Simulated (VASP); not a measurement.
# BeSn2 (P-3m1) in VASP: a series of runs, part 2 of 2

VASP 6.6.1.

**6. Single point, PBE**

This run uses another cell than the first one, of 22.13 Å³/atom, 1.412 times its volume.

The input, INCAR:

```
SYSTEM = BeSn2
PREC = Accurate
ENCUT = 520
EDIFF = 1E-6
ISMEAR = 0
SIGMA = 0.1
LREAL = .FALSE.
LASPH = .TRUE.
NELM = 60
ALGO = Fast
ISIF = 2
LWAVE = .FALSE.
LCHARG = .FALSE.
GGA = PE
NBANDS = 22
```

The input, KPOINTS:

```
Automatic mesh
0
G
  12 12 10
  0 0 0
```

The input, POSCAR:

```
BeSn2
1.0
    3.9443776601      0.0000000000      0.0000000000
   -1.9721888300      3.4159312558      0.0000000000
    0.0000000000      0.0000000000      4.9272660560
Be Sn
1 2
Direct
    0.0000000000      0.0000000000      0.5000000000
    0.3333333333      0.6666666667      0.7488178296
    0.6666666667      0.3333333333      0.2511821704
```

Potentials or basis: VASP PAW PBE potentials, release 64 (Be, Sn_d).

Command:

```
cat potpaw_PBE.64/Be/POTCAR potpaw_PBE.64/Sn_d/POTCAR > POTCAR
mpirun -np 1 vasp_std > vasp.out
```

OUTCAR:

```text
SYSTEM = BeSn2
   PREC = Accurate
   ENCUT = 520
   EDIFF = 1E-6
   ISMEAR = 0
   LREAL = .FALSE.
   LASPH = .TRUE.
   NELM = 60
   ISIF = 2
   GGA = PE

 ion  position               nearest neighbor table
   1  0.000  0.000  0.500-   2 2.59   3 2.59   3 2.59   2 2.59   3 2.59   2 2.59
   2  0.333  0.667  0.749-   1 2.59   1 2.59   1 2.59   3 3.35   3 3.35   3 3.35   3 3.36   3 3.36
                             3 3.36
   3  0.667  0.333  0.251-   1 2.59   1 2.59   1 2.59   2 3.35   2 3.35   2 3.35   2 3.36   2 3.36
                             2 3.36

  LATTYP: Found a hexagonal cell.
 ALAT       =     3.9443776601
 C/A-ratio  =     1.2491871927

  Lattice vectors:

 A1 = (   3.9443776601,   0.0000000000,   0.0000000000)
 A2 = (  -1.9721888300,   3.4159312558,   0.0000000000)
 A3 = (   0.0000000000,   0.0000000000,   4.9272660560)

Analysis of symmetry for initial positions (statically):
=====================================================================
 Subroutine PRICEL returns:
 Original cell was already a primitive cell.

 Routine SETGRP: Setting up the symmetry group for a
 hexagonal supercell.

 Subroutine GETGRP returns: Found 12 space group operations
 (whereof 12 operations were pure point group operations)
 out of a pool of 24 trial point group operations.

The static configuration has the point symmetry D_3d.

Analysis of symmetry for dynamics (positions and initial velocities):
=====================================================================
 Subroutine PRICEL returns:
 Original cell was already a primitive cell.

 Routine SETGRP: Setting up the symmetry group for a
 hexagonal supercell.

 Subroutine GETGRP returns: Found 12 space group operations
 (whereof 12 operations were pure point group operations)
 out of a pool of 24 trial point group operations.

The dynamic configuration has the point symmetry D_3d.

 Subroutine INISYM returns: Found 12 space group operations
 (whereof 12 operations are pure point group operations),
 and found     1 'primitive' translations

----------------------------------------------------------------------------------------

                                     Primitive cell

  volume of cell :      66.3886

  direct lattice vectors                    reciprocal lattice vectors
     3.944377660  0.000000000  0.000000000     0.253525419  0.146372969  0.000000000
    -1.972188830  3.415931256  0.000000000     0.000000000  0.292745938  0.000000000
     0.000000000  0.000000000  4.927266056     0.000000000  0.000000000  0.202952304

  length of vectors
     3.944377660  3.944377660  4.927266056     0.292745938  0.292745938  0.202952304

  position of ions in fractional coordinates (direct lattice)
     0.000000000  0.000000000  0.500000000
     0.333333333  0.666666667  0.748817830
     0.666666667  0.333333333  0.251182170

  ion indices of the primitive-cell ions
   primitive index   ion index
                 1           1
                 2           2
                 3           3

----------------------------------------------------------------------------------------

 KPOINTS: Automatic mesh

Automatic generation of k-mesh.
 Grid dimensions read from file:
 generate k-points for:   12   12   10

 Generating k-lattice:

  Cartesian coordinates                     Fractional coordinates (reciprocal lattice)
     0.021127118  0.012197747  0.000000000     0.083333333  0.000000000  0.000000000
     0.000000000  0.024395495  0.000000000     0.000000000  0.083333333  0.000000000
     0.000000000  0.000000000  0.020295230     0.000000000  0.000000000  0.100000000

  Length of vectors
     0.024395495  0.024395495  0.020295230

  Shift w.r.t. Gamma in fractional coordinates (k-lattice)
     0.000000000  0.000000000  0.000000000

 Subroutine IBZKPT returns following result:
 ===========================================

 Found    162 irreducible k-points:

 Following reciprocal coordinates:
            Coordinates               Weight
  0.000000  0.000000  0.000000      1.000000
  0.083333  0.000000  0.000000      6.000000
  0.166667 -0.000000  0.000000      6.000000
  0.250000 -0.000000  0.000000      6.000000
  0.333333 -0.000000  0.000000      6.000000
  0.416667 -0.000000  0.000000      6.000000
[... 16 lines left out ...]
  0.166667 -0.000000  0.100000      6.000000
  0.000000  0.166667  0.100000      6.000000
 [... further k-points ...]
   k-points           NKPTS =    162   k-points in BZ     NKDIM =    162   number of bands    NBANDS=     22
   number of dos      NEDOS =    301   number of ions     NIONS =      3
   total plane-waves  NPLWV =  36000
   dimension x,y,z NGX =    30 NGY =   30 NGZ =   40
   dimension x,y,z NGXF=    60 NGYF=   60 NGZF=   80
   ions per type =               1   2
   NGX,Y,Z   is equivalent  to a cutoff of  12.64, 12.64, 13.50 a.u.
   NGXF,Y,Z  is equivalent  to a cutoff of  25.29, 25.29, 26.99 a.u.
 SYSTEM =  BeSn2
   PREC   = accura    normal or accurate (medium, high low for compatibility)
   ISTART =      0    job   : 0-new  1-cont  2-samecut
   ICHARG =      2    charge: 1-file 2-atom 10-const
   ISPIN  =      1    spin polarized calculation?
   LNONCOLLINEAR =      F non collinear calculations
   LSORBIT =      F    spin-orbit coupling
   LASPH  =      T    aspherical Exc in radial PAW
   ENCUT  =  520.0 eV  38.22 Ry    6.18 a.u.   7.33  7.33  9.16*2*pi/ulx,y,z
   NELM   =     60;   NELMIN=  2; NELMDL= -5     # of ELM steps
   EDIFF  = 0.1E-05   stopping-criterion for ELM
   LREAL  =      F    real-space projection
   EDIFFG = 0.1E-04   stopping-criterion for IOM
   NSW    =      0    number of steps for IOM
   IBRION =     -1    ionic relax: 0-MD 1-quasi-New 2-CG
   NFREE  =      0    steps in history (QN), initial steepest desc. (CG)
   ISIF   =      2    stress and relaxation
   ISYM   =      2    0-nonsym 1-usesym 2-fastsym
   POTIM  = 0.5000    time-step for ionic-motion
   TEBEG  =    0.0;   TEEND  =   0.0 temperature during run
   PSTRESS=    0.0 pullay stress
   NELECT =      30.0000    total number of electrons
   NUPDOWN=      -1.0000    fix difference up-down
   EMIN   =  10.00;   EMAX   =-10.00  energy-range for DOS
   EFERMI =   0.00;   METHOD = LEGACY
   ISMEAR =     0;   SIGMA  =   0.10  broadening in eV -4-tet -1-fermi 0-gaus
   EFERMI_NEDOS =   21; number of points for ismear=-14 and -15
   IALGO  =     68    algorithm
   IMIX   =      4    mixing-type and parameters
     AMIX     =   0.40;   BMIX     =  1.00
     AMIX_MAG =   1.60;   BMIX_MAG =  1.00
  volume/ion in A,a.u.               =      22.13       149.34
  Fermi-wavevector in a.u.,A,eV,Ry     =   1.256273  2.374012 21.473013  1.578222
  Thomas-Fermi vector in A             =   2.389989
   LORBIT       =      0    0 simple, 1 ext, 2 COOP (PROOUT), +10 PAW based schemes
   GGA     = PE    functional components
   LHFCALC =     F    Hartree Fock is set to
   AEXX    =    0.0000 exact exchange contribution
   IVDW    =     0    specifies the selected vdW correction
   LEPSILON=     F    determine dielectric tensor
   LRPA    =     F    only Hartree local field effects (RPA)
 non-spin polarized calculation
 RMM-DIIS sequential band-by-band and
 Gauss-broadening in eV      SIGMA  =   0.10
  energy-cutoff  :      520.00
  volume of cell :       66.39
 maximum number of plane-waves:      1825
 NGX is ok and might be reduce to    30
   NGX = 15   NGY = 15   NGZ = 19

 number of electron      30.0000009 magnetization

 Free energy of the ion-electron system (eV)
  ---------------------------------------------------
  ext. energy  EPLUGINS =         0.00000000
  ---------------------------------------------------
  free energy    TOTEN  =       -10.57063568 eV

  energy without entropy =      -10.56463943  energy(sigma->0) =      -10.56763756

 E-fermi :   6.9530     XC(G=0): -10.0766

 val. band max:        6.9453872970   @ k =   0.0000   0.2500   0.4000
 cond. band min:       6.9562401625   @ k =   0.3333   0.1667   0.3000
 fundamental gap:      0.0108528654
 Fermi energy:         6.9529551910

 k-point     1 :       0.0000    0.0000    0.0000
  band No.  band energies     occupation
      1     -14.3210      2.00000
      2     -14.3210      2.00000
      3     -14.3051      2.00000
      4     -14.2552      2.00000
      5     -14.2552      2.00000
      6     -14.2353      2.00000
[... 14 lines left out ...]
     21      14.7235      0.00000
     22      15.1376      0.00000
[... 552 lines left out ...]
  band No.  band energies     occupation
      1     -14.3283      2.00000
      2     -14.3267      2.00000
      3     -14.3015      2.00000
      4     -14.2619      2.00000
      5     -14.2444      2.00000
      6     -14.2352      2.00000
[... 14 lines left out ...]
     21      13.9995      0.00000
     22      14.5081      0.00000

 [... further k-points ...]
[... 5 lines left out ...]
  --------------------------------------------------------------------------------------
  -------------------------------------------------------------------------------------
  Total       -0.0584461     -0.0584461     -0.0443733     -0.0000000      0.0000000     -0.0000000
  in kB       -1.4104975     -1.4104975     -1.0708758     -0.0000000      0.0000000     -0.0000000
  external PRESSURE =      -1.2972903 kB  Pullay stress =       0.0000000 kB

 VOLUME and BASIS-vectors are now :
 -----------------------------------------------------------------------------
  energy-cutoff  :      520.00
  volume of cell :       66.39
      direct lattice vectors                 reciprocal lattice vectors
     3.944377660  0.000000000  0.000000000     0.253525419  0.146372969  0.000000000
    -1.972188830  3.415931256  0.000000000     0.000000000  0.292745938  0.000000000
     0.000000000  0.000000000  4.927266056     0.000000000  0.000000000  0.202952304

 POSITION                                       TOTAL-FORCE (eV/Angst)
 -----------------------------------------------------------------------------------
      0.00000      0.00000      2.46363         0.000000      0.000000     -0.000000
     -0.00000      2.27729      3.68962        -0.000000      0.000000     -0.001230
      1.97219      1.13864      1.23764        -0.000000      0.000000      0.001230
 -----------------------------------------------------------------------------------
    total drift:                               -0.000000      0.000000      0.000000

  FREE ENERGIE OF THE ION-ELECTRON SYSTEM (eV)
  ---------------------------------------------------
  free  energy   TOTEN  =       -10.5706356825 eV

  energy  without entropy=      -10.5646394305  energy(sigma->0) =      -10.56763756
```

OSZICAR:

```text
N       E                     dE             d eps       ncg     rms          rms(c)
DAV:   1     0.236501551614E+03    0.23650E+03   -0.15450E+04  7196   0.201E+03
DAV:   2     0.140266636084E+02   -0.22247E+03   -0.21629E+03  7140   0.455E+02
DAV:   3    -0.101799095916E+02   -0.24207E+02   -0.23899E+02  8616   0.137E+02
DAV:   4    -0.109410213638E+02   -0.76111E+00   -0.76049E+00  8292   0.271E+01
DAV:   5    -0.109667135015E+02   -0.25692E-01   -0.25691E-01 10098   0.498E+00    0.318E+00
RMM:   6    -0.105947765487E+02    0.37194E+00   -0.36111E-01  8743   0.422E+00    0.159E+00
RMM:   7    -0.105716892003E+02    0.23087E-01   -0.15143E-01  8684   0.184E+00    0.559E-01
RMM:   8    -0.105702486055E+02    0.14406E-02   -0.13852E-02  9313   0.112E+00    0.103E-01
RMM:   9    -0.105705474568E+02   -0.29885E-03   -0.49392E-03 10399   0.540E-01    0.739E-02
RMM:  10    -0.105706275078E+02   -0.80051E-04   -0.13709E-03 11743   0.294E-01    0.542E-02
RMM:  11    -0.105706402046E+02   -0.12697E-04   -0.18248E-04 11673   0.860E-02    0.552E-02
RMM:  12    -0.105706591532E+02   -0.18949E-04   -0.21777E-05  9707   0.418E-02    0.105E-01
RMM:  13    -0.105706361619E+02    0.22991E-04   -0.84371E-05  9929   0.930E-02    0.249E-02
RMM:  14    -0.105706356825E+02    0.47941E-06   -0.67322E-06  9076   0.221E-02
   1 F= -.10570636E+02 E0= -.10567638E+02  d E =-.599625E-02
```

stdout:

```text
POSCAR found type information on POSCAR BeSn
 POSCAR found :  2 types and       3 ions
 scaLAPACK will be used
 LDA part: xc-table for (Slater+PW92), standard interpolation
 POSCAR, INCAR and KPOINTS ok, starting setup
 FFT: planning ... GRIDC
 FFT: planning ... GRID_SOFT
 FFT: planning ... GRID
 WAVECAR not read
 entering main loop
WARNING in EDDRMM: call to ZHEGV failed, returncode =   8  4     20
WARNING in EDDRMM: call to ZHEGV failed, returncode =   8  4     20
WARNING in EDDRMM: call to ZHEGV failed, returncode =   8  4     21
WARNING in EDDRMM: call to ZHEGV failed, returncode =   8  4     22
```

It took 2.5 min on 1 thread of Oxide Virtual Turin-like, shared host; peak memory 0.3 GiB.

Results:

```
Free energy            : -10.5706 eV
Pressure               : -0.1 GPa
Band gap on the k mesh : zero (band 15 reaches 9.15 eV, above the bottom of band 16 at 4.55 eV)
```

Caveat: spin-orbit coupling is left out, which moves the levels of the heavy elements.

**7. Overview**

| task | cell | k mesh | cutoff (eV) | gap on the mesh (eV) | pressure (GPa) | largest force (eV/Å) |
| --- | --- | --- | --- | --- | --- | --- |
| single point | a = 3.081, b = 3.081, c = 5.717 Å, angles 90.0, 90.0, 120.0°, 3 atoms | 6 × 6 × 4 | 520 | none | 37.5 | 1.46 |
| single point | a = 3.573, b = 3.573, c = 5.841 Å, angles 90.0, 90.0, 120.0°, 3 atoms | 6 × 6 × 4 | 520 | none | 0.1 | - |
| relaxation of cell and atoms | relaxed from a = 3.081, b = 3.081, c = 5.717 Å, angles 90.0, 90.0, 120.0°, 3 atoms | 6 × 6 × 4 | 600 | none | 0.0 | 0.01 |
| single point | a = 3.944, b = 3.944, c = 4.927 Å, angles 90.0, 90.0, 120.0°, 3 atoms | 12 × 12 × 10 | 520 | none | -0.1 | - |

Alike in all rows: level PBE; potentials or basis VASP PAW PBE potentials, release 64 (Be, Sn_d); no spin polarisation; smearing gaussian 0.1 eV.

Caveats: some runs use coarse meshes; spin-orbit coupling is left out, which moves the levels of the heavy elements; forces of over 1 eV/Å act on the atoms, so gaps and moduli don't describe the material at rest (some runs); the volume moved by over 15 % at a fixed basis, so the end points are rough (some runs).

Total energies depend on the potentials used, so only differences within one code and one set of settings carry meaning.
